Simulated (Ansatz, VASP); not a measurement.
**AgAu in VASP and in Ansatz**

File INCAR:

```
SYSTEM = AgAu
PREC = Accurate ; ENCUT = 520
EDIFF = 1E-8 ; ISMEAR = -1
SIGMA = 0.05 ; LREAL = .FALSE.
LASPH = .TRUE. ; NELM = 80
ALGO = Normal ; ISIF = 2
LWAVE = .FALSE. ; LCHARG = .FALSE.
LEFG = .TRUE. ; NBANDS = 18
```

The input KPOINTS:

```
Automatic mesh
0
G
  14 14 14
  0 0 0
```

Contents of POSCAR:

```
AgAu
1.0
    1.4575878671      0.8415387474      4.7306410783
   -1.4575878671      0.8415387474      4.7306410783
    0.0000000000     -1.6830774949      4.7306410783
Ag Au
1 1
Direct
    0.0000000000      0.0000000000      0.0000000000
    0.5000000000      0.5000000000      0.5000000000
```

Input for Ansatz:

```yaml
crystal:
  lattice:
    - [1.4575878671, 0.8415387474, 4.7306410783]
    - [-1.4575878671, 0.8415387474, 4.7306410783]
    - [0.0, -1.6830774949, 4.7306410783]
  atoms:
    - { symbol: Ag, position: [0.0, 0.0, 0.0] }
    - { symbol: Au, position: [0.5, 0.5, 0.5] }
kpoints:
  mp_grid: { grid: [14, 14, 14] }
scf:
  occupations: { method: fermi_dirac, width: 0.05 }
hamiltonian:
  xc: lda
  pseudopotentials: { kind: all_electron, datasets: crystal }
output:
  forces: true
  stress: true
  eigenvalues: true
  efg: { contact_densities: true }
```

Change from the starting cell: volume scaled by 1, crystal datasets.

Alike in both runs: task electric field gradients; functional LDA; k mesh 14 × 14 × 14; occupations fermi-dirac, width 0.05 eV; no spin polarisation.

```csv
,VASP,Ansatz
version,VASP 6.6.1,Ansatz 0.2.0
potentials or method,"VASP PAW LDA potentials, release 64 (Ag, Au), cutoff 520 eV","all-electron PAW with datasets made for the crystal, scalar-relativistic"
```

|  | VASP | Ansatz | Ansatz less VASP |
| --- | --- | --- | --- |
| pressure (GPa) | -8.9 | -9.2 | -0.25 |
| traceless stress, the component that is largest in VASP (GPa) | -0.22 | -0.19 | +0.021 |
| size of Vzz on the site where it differs most (V/Å²) | 62.7 | 58.7 | -4.03 |

LDA's correlation is that of Perdew and Zunger in VASP and of Perdew and Wang (1992) in Ansatz. Ansatz ran all-electron here, and VASP with PAW potentials.

Spin-orbit coupling is off throughout.
